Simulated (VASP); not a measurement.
Wanted: the native input for a VASP 6.6.1 run.

* Task: relaxation of cell and atoms
* Functional: PBE
* Potentials or basis: VASP PAW PBE potentials, release 64 (C)
* Cutoff: 600 eV
* k mesh: 12 × 12 × 14
* Occupations: gaussian, width 0.1 eV
* Spin: no spin polarisation
* Dipole correction: no
* Further INCAR settings: ALGO = Normal; EDIFF = 1e-06; IBRION = 2; EDIFFG = -0.01; NSW = 100; ISIF = 3

The structure of C lies in POSCAR:

```
C
1.0
    4.0742998918      0.0000000000      0.0000000000
   -2.0371499459      3.5284472089      0.0000000000
    0.0000000000      0.0000000000      2.5007923425
C
6
Direct
    0.3201207980      0.0000000000      0.5000000000
    0.0000000000      0.3201207980      0.8333333333
    0.6798792020      0.6798792020      0.1666666667
    0.6798792020      0.0000000000      0.5000000000
    0.0000000000      0.6798792020      0.8333333333
    0.3201207980      0.3201207980      0.1666666667
```

The input as run:

INCAR

```
SYSTEM = C
  PREC = Accurate
  ENCUT = 600
  EDIFF = 1E-6
  ISMEAR = 0
  SIGMA = 0.1
  LREAL = .FALSE.
  LASPH = .TRUE.
  NELM = 100
  ALGO = Normal
  ISIF = 3
  LWAVE = .FALSE.
  LCHARG = .FALSE.
  GGA = PE
  IBRION = 2
  NSW = 100
  EDIFFG = -0.01
```

KPOINTS

```
Automatic mesh
0
G
  12 12 14
  0 0 0
```

Potentials or basis: VASP PAW PBE potentials, release 64 (C).

Command:

```bash
$ cat potpaw_PBE.64/C/POTCAR > POTCAR
$ mpirun -np 1 vasp_std > vasp.out
```

Results of the run:

- Relaxed volume: 5.97 Å³/atom
- Relaxed cell: a = 4.084 Å, b = 4.084 Å, c = 2.482 Å, α = 90.00°, β = 90.00°, γ = 120.00°
- Space group after relaxing (to 0.05 Å): P6_422 (No. 181)
- Energy gained by relaxing: 0.4 meV/atom
- Ionic steps: 7
- Pressure after relaxing: 0.0 GPa
- Band gap on the k mesh: zero (band 12 reaches 11.30 eV, above the bottom of band 13 at 6.99 eV)

It took 5.1 min on 1 thread of Intel(R) Xeon(R) Platinum 8259CL CPU @ 2.50GHz (Skylake/Cascade Lake), on a shared host, peak memory 0.21 GiB.
